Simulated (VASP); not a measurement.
Here is a VASP 6.6.1 calculation.

Contents of INCAR:

```
SYSTEM = ZnS
PREC = Accurate ; ENCUT = 500
EDIFF = 1E-6 ; ISMEAR = 0
SIGMA = 0.1 ; LREAL = .FALSE.
LASPH = .TRUE. ; NELM = 120
ALGO = Normal ; ISIF = 2
LWAVE = .FALSE. ; LCHARG = .FALSE.
GGA = PE ; NBANDS = 26
GGA_COMPAT = .FALSE.
```

KPOINTS

```
regular mesh
0
G
  6 6 4
  0 0 0
```

File POSCAR:

```
ZnS
1.0
    2.6470110000      2.6750250000      0.0121810000
   -2.6611870000      2.6892000000     -0.0052950000
    0.0174770000      0.0068860000      5.3440680000
Zn S
2 2
Direct
    0.9988150000      0.9811290000      0.0014570000
    0.5078580000      0.4940240000      0.4898160000
    0.4939670000      0.9916440000      0.2435780000
    0.0113900000      0.4954680000      0.7422840000
```

Potentials or basis: VASP PAW PBE potentials, release 64 (Zn, S).

Run with:

```console
$ cat potpaw_PBE.64/Zn/POTCAR potpaw_PBE.64/S/POTCAR > POTCAR
$ mpirun -np 1 vasp_std > vasp.out
```

(1) Predict the pressure.

(2) Estimate the band gap on the k mesh.

(3) What does it give for the largest force?

Answers

(1) 4.9 GPa.

(2) 2.25 eV.

(3) 0.549 eV/Å.
